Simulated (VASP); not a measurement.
**Na: single point with PBEsol**

Na:

```
Na
1.0
    -2.18102    2.18102    2.05397
     2.18102   -2.18102    2.05397
     2.18102    2.18102   -2.05397
Na
1
Direct
  0.00000 0.00000 0.00000
```

This cell differs from its parent crystal: strain +0.030 along x and y, -0.030 along z.

```
Program                : VASP 6.6.1
Task                   : single point
Functional             : PBEsol
Potentials or basis    : VASP PAW PBE potentials, release 64 (Na_pv)
Cutoff                 : 520 eV
k mesh                 : 16 × 16 × 16
Occupations            : gaussian, width 0.15 eV
Spin                   : no spin polarisation
Dipole correction      : no
Further INCAR settings : ALGO = Normal; EDIFF = 1e-07; NBANDS = 10
```

```
Pressure               : -0.5 GPa
Band gap on the k mesh : zero (an odd number of electrons rules out a gap without spin polarisation)
```

Stress tensor (GPa, compression positive):
```
-0.55  0.00  0.00
 0.00 -0.55  0.00
 0.00  0.00 -0.42
```

Levels at points of the mesh, in eV from the Fermi level:
```tsv
k point	band 1	band 2	band 3	band 4	band 5	band 6	band 7	band 8
(0.00, 0.00, 0.00)	-24.83	-24.83	-24.83	-3.16	10.82	11.73	11.73	11.94
(0.50, 0.00, 0.00)	-24.86	-24.84	-24.83	0.82	1.27	7.75	8.57	8.72
(0.50, 0.50, 0.00)	-24.86	-24.84	-24.83	0.60	0.99	8.51	9.33	9.49
(0.50, 0.50, 0.50)	-24.85	-24.85	-24.85	4.19	4.39	4.39	4.61	5.41
```

Run time: 42 s on 1 thread of Intel(R) Xeon(R) Platinum 8559C (Emerald Rapids), with other jobs on the host, peak memory 0.23 GiB.

Caveat: the cell differs from its parent crystal (strain +0.030 along x and y, -0.030 along z); the PAW data sets were made with another functional, which shifts forces and pressure a little.
